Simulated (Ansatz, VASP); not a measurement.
Re: VASP beside Ansatz

File INCAR:

```
ALGO = Normal
EDIFF = 1E-7
ENCUT = 520
GGA = PE
ISIF = 2
ISMEAR = 1
LASPH = T
LCHARG = T
LELF = T
LREAL = F
LVHAR = T
LWAVE = F
NBANDS = 14
NELM = 80
PREC = Accurate
SIGMA = 0.1
```

KPOINTS

```
k-points
0
Gamma
  12 12 7
```

File POSCAR:

```
Re
1.0
    2.7851254825      0.0000000000      0.0000000000
   -1.3925627412      2.4119894864      0.0000000000
    0.0000000000      0.0000000000      4.4974813192
Re
2
Direct
    0.3333333333      0.6666666667      0.2500000000
    0.6666666667      0.3333333333      0.7500000000
```

Input for Ansatz:

```yaml
crystal:
  lattice:
    - [2.785125482472857, 0.0, 0.0]
    - [-1.3925627412364285, 2.411989486355567, 0.0]
    - [0.0, 0.0, 4.497481319168534]
  atoms:
    - { symbol: Re, position: [0.3333333333333333, 0.6666666666666666, 0.25] }
    - { symbol: Re, position: [0.6666666666666666, 0.3333333333333333, 0.75] }
basis:
  ecutwfc: 450.0
kpoints:
  mp_grid:
    grid: [12, 12, 7]
hamiltonian:
  xc: pbe
scf:
  occupations:
    method: cold
output:
  stress: true
```

Alike in both runs: task single point; functional PBE; k mesh 12 × 12 × 7; no spin polarisation.

```csv
,VASP,Ansatz
version,VASP 6.6.1,Ansatz 0.2.0
potentials or method,"VASP PAW PBE potentials, release 64 (Re), cutoff 520 eV","plane waves, PAW"
occupations,"methfessel-paxton of order 1, width 0.1 eV",cold
valence electrons in the cell,14,30
```

VASP gave:

```
pressure (GPa)                                                : -4.3
traceless stress, the component that is largest in VASP (GPa) : 0.57
```

**Question.** Estimate Ansatz's values.

**Answer.** Pressure (GPa): -3.7; traceless stress, the component that is largest in VASP (GPa): 0.52.

VASP's potentials hold 14 valence electrons a cell and Ansatz's 30, so a difference there can come from the potentials and not from the codes.

Spin-orbit coupling is off throughout.
